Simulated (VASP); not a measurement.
Here is a VASP 6.6.1 calculation.

File INCAR:

```
SYSTEM = CaYI3
PREC = Accurate
ENCUT = 520
EDIFF = 1E-7
ISMEAR = 0
SIGMA = 0.1
LREAL = .False.
LASPH = .True.
NELM = 100
ALGO = Normal
ISIF = 2
LWAVE = .False.
LCHARG = .True.
GGA = PE
LELF = .True.
LVHAR = .True.
NBANDS = 53
```

The input KPOINTS:

```
regular mesh
0
Gamma
  6 6 6
  0 0 0
```

Contents of POSCAR:

```
CaYI3
1.0
    8.4327945488      0.0000000000      0.0000000000
   -4.2163972744      7.3030143042      0.0000000000
    0.0000000000      0.0000000000      7.0249962585
Ca Y I
2 2 6
Direct
    0.3333333333      0.6666666667      0.7500000000
    0.6666666667      0.3333333333      0.2500000000
    0.0000000000      0.0000000000      0.0000000000
    0.0000000000      0.0000000000      0.5000000000
    0.8274850063      0.6549700126      0.7500000000
    0.3450299874      0.1725149937      0.7500000000
    0.8274850063      0.1725149937      0.7500000000
    0.1725149937      0.3450299874      0.2500000000
    0.6549700126      0.8274850063      0.2500000000
    0.1725149937      0.8274850063      0.2500000000
```

Potentials or basis: VASP PAW PBE potentials, release 64 (Ca_sv, Y_sv, I).

Run with:

```sh
$ cat potpaw_PBE.64/Ca_sv/POTCAR potpaw_PBE.64/Y_sv/POTCAR potpaw_PBE.64/I/POTCAR > POTCAR
$ mpirun -np 1 vasp_std > vasp.out
```

**Question.** What does it give for the band gap on the k mesh?

**Answer.** Zero (bands 42 and 43 overlap by 0.74 eV).

**Question.** Predict the largest force.

**Answer.** 0.004 eV/Å.

Forces on the atoms (eV/Å):
```
Ca   0.000  0.000  0.000
Ca   0.000  0.000  0.000
Y    0.000  0.000  0.000
Y    0.000  0.000  0.000
I    0.000 -0.004  0.000
I    0.003  0.002  0.000
I   -0.003  0.002  0.000
I    0.000  0.004  0.000
I   -0.003 -0.002  0.000
I    0.003 -0.002  0.000
```

Caveat: spin-orbit coupling is left out, which moves the levels of the heavy elements.
